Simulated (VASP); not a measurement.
A run of VASP 6.6.1 is set up as follows.

The input INCAR:

```
  PREC = Accurate
  ENCUT = 520
  EDIFF = 1E-7
  ISMEAR = 0
  SIGMA = 0.1
  LREAL = False
  LASPH = True
  NELM = 60
  ALGO = Fast
  ISIF = 2
  LWAVE = False
  LCHARG = False
  GGA = PE
  IVDW = 12
  NBANDS = 22
```

KPOINTS

```
regular mesh
0
Gamma
  12 12 12
```

The input POSCAR:

```
Bi
1.0
    2.2673427637      1.3090509550      3.8817322846
   -2.2673427637      1.3090509550      3.8817322846
    0.0000000000     -2.6181019099      3.8817322846
Bi
2
Direct
    0.2371283434      0.2371283434      0.2371283434
    0.7628716566      0.7628716566      0.7628716566
```

Potentials or basis: VASP PAW PBE potentials, release 64 (Bi_d).

The run is started by

```sh
$ cat potpaw_PBE.64/Bi_d/POTCAR > POTCAR
$ mpirun -np 1 vasp_std > vasp.out
```

(1) Predict the band gap on the k mesh.

(2) Estimate the pressure.

(3) What does it give for the largest force?

## Answers

(1) zero (band 15 reaches 6.48 eV, above the bottom of band 16 at 6.28 eV).

(2) 0.0 GPa.

(3) 0.008 eV/Å.

Caveat: spin-orbit coupling is left out, which moves the levels of the heavy elements; pairwise dispersion overbinds metals, which lowers pressure and volume.
